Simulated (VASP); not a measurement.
# ZrAl3B3N (P6/mmm) in VASP: a series of runs

Runs on ZrAl3B3N. Level: PBE. Tasks: single point.

All numbers are computed with VASP 6.6.1; they aren't measurements. Logs are shortened: lines on timing, memory, paths and dates and some standing lists are left out, and cuts for length are marked.

## (1) The cell of the first run

Symmetry: P6/mmm, No. 191, hexagonal system. The conventional cell has a = 5.227 Å, b = 5.227 Å, c = 4.273 Å, α = 90.00°, β = 90.00°, γ = 120.00°. Zr (site symmetry 6/mmm) has 2 N at 2.14 Å and 6 B at 2.61 Å within 2.8 Å. Al (site symmetry mmm) has 2 B at 2.14 Å and 4 Al at 2.61 Å and 2 N at 2.61 Å within 2.8 Å. B (site symmetry mmm) has 2 Al at 2.14 Å and 4 B at 2.61 Å and 2 Zr at 2.61 Å within 2.8 Å. Within 2.8 Å of N (site symmetry 6/mmm) lie 2 Zr at 2.14 Å and 6 Al at 2.61 Å.

## (2) Single point, PBE

INCAR

```
PREC = Accurate ; ENCUT = 520
EDIFF = 1E-7 ; ISMEAR = 0
SIGMA = 0.15 ; LREAL = F
LASPH = T ; NELM = 100
ALGO = Normal ; ISIF = 2
LWAVE = F ; LCHARG = F
GGA = PE ; NBANDS = 28
```

KPOINTS

```
Automatic mesh
0
Gamma
  3 3 3
```

POSCAR

```
ZrAl3B3N
1.0
    5.2271804044      0.0000000000      0.0000000000
   -2.6135902022      4.5268710203      0.0000000000
    0.0000000000      0.0000000000      4.2727111039
Zr Al B N
1 3 3 1
Direct
    0.0000000000      0.0000000000      0.5000000000
    0.5000000000      0.0000000000      0.0000000000
    0.0000000000      0.5000000000      0.0000000000
    0.5000000000      0.5000000000      0.0000000000
    0.5000000000      0.0000000000      0.5000000000
    0.0000000000      0.5000000000      0.5000000000
    0.5000000000      0.5000000000      0.5000000000
    0.0000000000      0.0000000000      0.0000000000
```

Potentials or basis: VASP PAW PBE potentials, release 64 (Zr_sv, Al, B, N).

Command:

```console
cat potpaw_PBE.64/Zr_sv/POTCAR potpaw_PBE.64/Al/POTCAR potpaw_PBE.64/B/POTCAR potpaw_PBE.64/N/POTCAR > POTCAR
mpirun -np 1 vasp_std > vasp.out
```

OUTCAR:

```text
PREC = Accurate
   ENCUT = 520
   EDIFF = 1E-7
   ISMEAR = 0
   LREAL = F
   LASPH = T
   NELM = 100
   ISIF = 2
   GGA = PE

 ion  position               nearest neighbor table
   1  0.000  0.000  0.500-   8 2.14   8 2.14   6 2.61   7 2.61   6 2.61   7 2.61   5 2.61   5 2.61
                             3 3.38   3 3.38   4 3.38   3 3.38   3 3.38   4 3.38   4 3.38   4 3.38
   2  0.500  0.000  0.000-   5 2.14   5 2.14   3 2.61   4 2.61   4 2.61   3 2.61   1 3.38   1 3.38
                             1 3.38   1 3.38
   3  0.000  0.500  0.000-   6 2.14   6 2.14   2 2.61   2 2.61   4 2.61   4 2.61   1 3.38   1 3.38
                             1 3.38   1 3.38
   4  0.500  0.500  0.000-   7 2.14   7 2.14   2 2.61   2 2.61   3 2.61   3 2.61   1 3.38   1 3.38
                             1 3.38   1 3.38
   5  0.500  0.000  0.500-   2 2.14   2 2.14   1 2.61   1 2.61
   6  0.000  0.500  0.500-   3 2.14   3 2.14   1 2.61   1 2.61
   7  0.500  0.500  0.500-   4 2.14   4 2.14   1 2.61   1 2.61
   8  0.000  0.000  0.000-   1 2.14   1 2.14

  LATTYP: Found a hexagonal cell.
 ALAT       =     5.2271804044
 C/A-ratio  =     0.8174026480

  Lattice vectors:

 A1 = (   5.2271804044,   0.0000000000,   0.0000000000)
 A2 = (  -2.6135902022,   4.5268710203,   0.0000000000)
 A3 = (   0.0000000000,   0.0000000000,   4.2727111039)

Analysis of symmetry for initial positions (statically):
=====================================================================
 Subroutine PRICEL returns:
 Original cell was already a primitive cell.

 Routine SETGRP: Setting up the symmetry group for a
 hexagonal supercell.

 Subroutine GETGRP returns: Found 24 space group operations
 (whereof 24 operations were pure point group operations)
 out of a pool of 24 trial point group operations.

The static configuration has the point symmetry D_6h.

Analysis of symmetry for dynamics (positions and initial velocities):
=====================================================================
 Subroutine PRICEL returns:
 Original cell was already a primitive cell.

 Routine SETGRP: Setting up the symmetry group for a
 hexagonal supercell.

 Subroutine GETGRP returns: Found 24 space group operations
 (whereof 24 operations were pure point group operations)
 out of a pool of 24 trial point group operations.

The dynamic configuration has the point symmetry D_6h.

 Subroutine INISYM returns: Found 24 space group operations
 (whereof 24 operations are pure point group operations),
 and found     1 'primitive' translations

----------------------------------------------------------------------------------------

                                     Primitive cell

  volume of cell :     101.1042

  direct lattice vectors                    reciprocal lattice vectors
     5.227180404  0.000000000  0.000000000     0.191307727  0.110451567  0.000000000
    -2.613590202  4.526871020  0.000000000     0.000000000  0.220903135  0.000000000
     0.000000000  0.000000000  4.272711104     0.000000000  0.000000000  0.234043439

  length of vectors
     5.227180404  5.227180404  4.272711104     0.220903135  0.220903135  0.234043439

  position of ions in fractional coordinates (direct lattice)
     0.000000000  0.000000000  0.500000000
     0.500000000  0.000000000  0.000000000
     0.000000000  0.500000000  0.000000000
     0.500000000  0.500000000  0.000000000
     0.500000000  0.000000000  0.500000000
     0.000000000  0.500000000  0.500000000
     0.500000000  0.500000000  0.500000000
     0.000000000  0.000000000  0.000000000

  ion indices of the primitive-cell ions
   primitive index   ion index
                 1           1
                 2           2
                 3           3
                 4           4
                 5           5
                 6           6
                 7           7
                 8           8

----------------------------------------------------------------------------------------

 KPOINTS: Automatic mesh

Automatic generation of k-mesh.
 Grid dimensions read from file:
 generate k-points for:    3    3    3

 Generating k-lattice:

  Cartesian coordinates                     Fractional coordinates (reciprocal lattice)
     0.063769242  0.036817189  0.000000000     0.333333333  0.000000000  0.000000000
     0.000000000  0.073634378  0.000000000     0.000000000  0.333333333  0.000000000
     0.000000000  0.000000000  0.078014480     0.000000000  0.000000000  0.333333333

  Length of vectors
     0.073634378  0.073634378  0.078014480

  Shift w.r.t. Gamma in fractional coordinates (k-lattice)
     0.000000000  0.000000000  0.000000000

 Subroutine IBZKPT returns following result:
 ===========================================

 Found      6 irreducible k-points:

 Following reciprocal coordinates:
            Coordinates               Weight
  0.000000  0.000000  0.000000      1.000000
  0.333333  0.000000  0.000000      6.000000
  0.333333  0.333333  0.000000      2.000000
  0.000000  0.000000  0.333333      2.000000
  0.333333  0.000000  0.333333     12.000000
  0.333333  0.333333  0.333333      4.000000
   k-points           NKPTS =      6   k-points in BZ     NKDIM =      6   number of bands    NBANDS=     28
   number of dos      NEDOS =    301   number of ions     NIONS =      8
   total plane-waves  NPLWV =  51200
   dimension x,y,z NGX =    40 NGY =   40 NGZ =   32
   dimension x,y,z NGXF=    80 NGYF=   80 NGZF=   64
   ions per type =               1   3   3   1
   NGX,Y,Z   is equivalent  to a cutoff of  12.72, 12.72, 12.45 a.u.
   NGXF,Y,Z  is equivalent  to a cutoff of  25.44, 25.44, 24.90 a.u.
 SYSTEM =  unknown system
   PREC   = accura    normal or accurate (medium, high low for compatibility)
   ISTART =      0    job   : 0-new  1-cont  2-samecut
   ICHARG =      2    charge: 1-file 2-atom 10-const
   ISPIN  =      1    spin polarized calculation?
   LNONCOLLINEAR =      F non collinear calculations
   LSORBIT =      F    spin-orbit coupling
   LASPH  =      T    aspherical Exc in radial PAW
   ENCUT  =  520.0 eV  38.22 Ry    6.18 a.u.   9.72  9.72  7.94*2*pi/ulx,y,z
   NELM   =    100;   NELMIN=  2; NELMDL= -5     # of ELM steps
   EDIFF  = 0.1E-06   stopping-criterion for ELM
   LREAL  =      F    real-space projection
   EDIFFG = 0.1E-05   stopping-criterion for IOM
   NSW    =      0    number of steps for IOM
   IBRION =     -1    ionic relax: 0-MD 1-quasi-New 2-CG
   NFREE  =      0    steps in history (QN), initial steepest desc. (CG)
   ISIF   =      2    stress and relaxation
   ISYM   =      2    0-nonsym 1-usesym 2-fastsym
   POTIM  = 0.5000    time-step for ionic-motion
   TEBEG  =    0.0;   TEEND  =   0.0 temperature during run
   PSTRESS=    0.0 pullay stress
   NELECT =      35.0000    total number of electrons
   NUPDOWN=      -1.0000    fix difference up-down
   EMIN   =  10.00;   EMAX   =-10.00  energy-range for DOS
   EFERMI =   0.00;   METHOD = LEGACY
   ISMEAR =     0;   SIGMA  =   0.15  broadening in eV -4-tet -1-fermi 0-gaus
   EFERMI_NEDOS =   21; number of points for ismear=-14 and -15
   IALGO  =     38    algorithm
   IMIX   =      4    mixing-type and parameters
     AMIX     =   0.40;   BMIX     =  1.00
     AMIX_MAG =   1.60;   BMIX_MAG =  1.00
  volume/ion in A,a.u.               =      12.64        85.29
  Fermi-wavevector in a.u.,A,eV,Ry     =   1.149497  2.172234 17.977964  1.321343
  Thomas-Fermi vector in A             =   2.286166
   LORBIT       =      0    0 simple, 1 ext, 2 COOP (PROOUT), +10 PAW based schemes
   GGA     = PE    functional components
   LHFCALC =     F    Hartree Fock is set to
   AEXX    =    0.0000 exact exchange contribution
   IVDW    =     0    specifies the selected vdW correction
   LEPSILON=     F    determine dielectric tensor
   LRPA    =     F    only Hartree local field effects (RPA)
 non-spin polarized calculation
 Gauss-broadening in eV      SIGMA  =   0.15
  energy-cutoff  :      520.00
  volume of cell :      101.10
 maximum number of plane-waves:      2736
 NGX is ok and might be reduce to    40
   NGX = 19   NGY = 19   NGZ = 15

 number of electron      34.9999999 magnetization

 Free energy of the ion-electron system (eV)
  ---------------------------------------------------
  ext. energy  EPLUGINS =         0.00000000
  ---------------------------------------------------
  free energy    TOTEN  =       -44.91231949 eV

  energy without entropy =      -44.90351780  energy(sigma->0) =      -44.90791864

 E-fermi :   7.4440     XC(G=0): -10.9633

 val. band max:        7.2382102914   @ k =   0.3333   0.3333   0.0000
 cond. band min:       7.5848057042   @ k =   0.3333   0.0000   0.0000
 fundamental gap:      0.3465954128
 Fermi energy:         7.4439529740

 k-point     1 :       0.0000    0.0000    0.0000
  band No.  band energies     occupation
      1     -41.0647      2.00000
      2     -19.2314      2.00000
      3     -19.1321      2.00000
      4     -19.1321      2.00000
      5      -6.7769      2.00000
      6      -2.9399      2.00000
[... 20 lines left out ...]
     27      11.7080      0.00000
     28      12.0829      0.00000

 k-point     2 :       0.3333    0.0000    0.0000
  band No.  band energies     occupation
      1     -41.0647      2.00000
      2     -19.2309      2.00000
      3     -19.1358      2.00000
      4     -19.1328      2.00000
      5      -6.6432      2.00000
      6      -2.6360      2.00000
[... 20 lines left out ...]
     27      12.3788      0.00000
     28      13.3264      0.00000

 k-point     3 :       0.3333    0.3333    0.0000
  band No.  band energies     occupation
      1     -41.0647      2.00000
      2     -19.2306      2.00000
      3     -19.1354      2.00000
      4     -19.1354      2.00000
      5      -6.5752      2.00000
      6      -1.9424      2.00000
[... 20 lines left out ...]
     27      12.6549      0.00000
     28      14.1618      0.00000

 k-point     4 :       0.0000    0.0000    0.3333
  band No.  band energies     occupation
      1     -41.0633      2.00000
      2     -19.3207      2.00000
      3     -19.1275      2.00000
      4     -19.1275      2.00000
      5      -5.9741      2.00000
      6      -2.3220      2.00000
[... 20 lines left out ...]
     27      12.3450      0.00000
     28      12.9606      0.00000

 k-point     5 :       0.3333    0.0000    0.3333
  band No.  band energies     occupation
      1     -41.0633      2.00000
      2     -19.3197      2.00000
      3     -19.1307      2.00000
      4     -19.1281      2.00000
      5      -5.8444      2.00000
      6      -1.9311      2.00000
[... 20 lines left out ...]
     27      12.8507      0.00000
     28      13.0025      0.00000

 k-point     6 :       0.3333    0.3333    0.3333
  band No.  band energies     occupation
      1     -41.0633      2.00000
      2     -19.3192      2.00000
      3     -19.1304      2.00000
      4     -19.1304      2.00000
      5      -5.7775      2.00000
      6      -1.2262      2.00000
[... 20 lines left out ...]
     27      11.9917      0.00000
     28      13.9576      0.00000

------------------------ aborting loop because EDIFF is reached ----------------------------------------

  FORCE on cell =-STRESS in cart. coord.  units (eV):
  Direction    XX          YY          ZZ          XY          YZ          ZX
  --------------------------------------------------------------------------------------
  -------------------------------------------------------------------------------------
  Total       -0.0484853     -0.0484853      0.0393215      0.0000000      0.0000000      0.0000000
  in kB       -0.7683363     -0.7683363      0.6231203      0.0000000      0.0000000      0.0000000
  external PRESSURE =      -0.3045174 kB  Pullay stress =       0.0000000 kB

 VOLUME and BASIS-vectors are now :
 -----------------------------------------------------------------------------
  energy-cutoff  :      520.00
  volume of cell :      101.10
      direct lattice vectors                 reciprocal lattice vectors
     5.227180404  0.000000000  0.000000000     0.191307727  0.110451567  0.000000000
    -2.613590202  4.526871020  0.000000000     0.000000000  0.220903135  0.000000000
     0.000000000  0.000000000  4.272711104     0.000000000  0.000000000  0.234043439

 POSITION                                       TOTAL-FORCE (eV/Angst)
 -----------------------------------------------------------------------------------
      0.00000      0.00000      2.13636         0.000000      0.000000      0.000000
      2.61359      0.00000      0.00000         0.000000      0.000000      0.000000
     -1.30680      2.26344      0.00000         0.000000      0.000000      0.000000
      1.30680      2.26344      0.00000        -0.000000      0.000000      0.000000
      2.61359      0.00000      2.13636         0.000000      0.000000      0.000000
     -1.30680      2.26344      2.13636        -0.000000      0.000000      0.000000
      1.30680      2.26344      2.13636        -0.000000      0.000000      0.000000
      0.00000      0.00000      0.00000        -0.000000      0.000000      0.000000
 -----------------------------------------------------------------------------------
    total drift:                                0.000000      0.000000      0.000000

  FREE ENERGIE OF THE ION-ELECTRON SYSTEM (eV)
  ---------------------------------------------------
  free  energy   TOTEN  =       -44.9123194874 eV

  energy  without entropy=      -44.9035178015  energy(sigma->0) =      -44.90791864
```

Wall time 19 s (1 thread of AMD EPYC 7R13 (Zen 3), shared host); peak memory 0.19 GiB.

What came out:

```yaml
Free_energy: -44.9123 eV
Pressure: 0.0 GPa
```

Caveat: the k points lie up to 0.49 Å⁻¹ apart.

## (3) Single point, PBE

This run uses another cell than the first one, of 12.27 Å³/atom, 0.971 times its volume.

INCAR

```
SYSTEM = ZrAl3B3N
ALGO = Normal ; EDIFF = 1E-6
ENCUT = 520 ; GGA = PE
ISIF = 2 ; ISMEAR = 0
LASPH = .TRUE. ; LCHARG = .FALSE.
LREAL = .FALSE. ; LWAVE = .FALSE.
NBANDS = 28 ; NELM = 100
PREC = Accurate ; SIGMA = 0.15
```

KPOINTS

```
k-points
0
G
  3 3 2
  0 0 0
```

POSCAR

```
ZrAl3B3N
1.0
    5.0752689847      0.0000000000      0.0000000000
   -2.5376344924      4.3953118718      0.0000000000
    0.0000000000      0.0000000000      4.4012603024
Zr Al B N
1 3 3 1
Direct
    0.0000000000      0.0000000000      0.0000000000
    0.5000000000      0.0000000000      0.5000000000
    0.0000000000      0.5000000000      0.5000000000
    0.5000000000      0.5000000000      0.5000000000
    0.5000000000      0.0000000000      0.0000000000
    0.0000000000      0.5000000000      0.0000000000
    0.5000000000      0.5000000000      0.0000000000
    0.0000000000      0.0000000000      0.5000000000
```

Potentials or basis: VASP PAW PBE potentials, release 64 (Zr_sv, Al, B, N).

Command:

```console
cat potpaw_PBE.64/Zr_sv/POTCAR potpaw_PBE.64/Al/POTCAR potpaw_PBE.64/B/POTCAR potpaw_PBE.64/N/POTCAR > POTCAR
mpirun -np 1 vasp_std > vasp.out
```

Wall time 24 s (1 thread of Intel Xeon Platinum 8259CL at 2.50GHz (Skylake/Cascade Lake), shared host); peak memory 0.24 GiB.

It converged, with:

| Item | Value |
| --- | --- |
| Free energy | -44.8383 eV |
| Pressure | 0.0 GPa |

Stress tensor (GPa, compression positive):
```
 0.12  0.00  0.00
 0.00  0.12  0.00
 0.00  0.00 -0.11
```

Levels at points of the mesh, in eV from the Fermi level:
```
           k point  band 15  band 16  band 17  band 18  band 19  band 20  band 21  band 22
(0.00, 0.00, 0.00)    -0.29    -0.29    -0.21    -0.21     0.51     0.90     0.90     2.56
(0.00, 0.00, 0.50)    -2.72    -2.72    -1.31    -1.31     2.49     3.79     3.79     4.48
```

Caveat: the k points lie up to 0.71 Å⁻¹ apart.
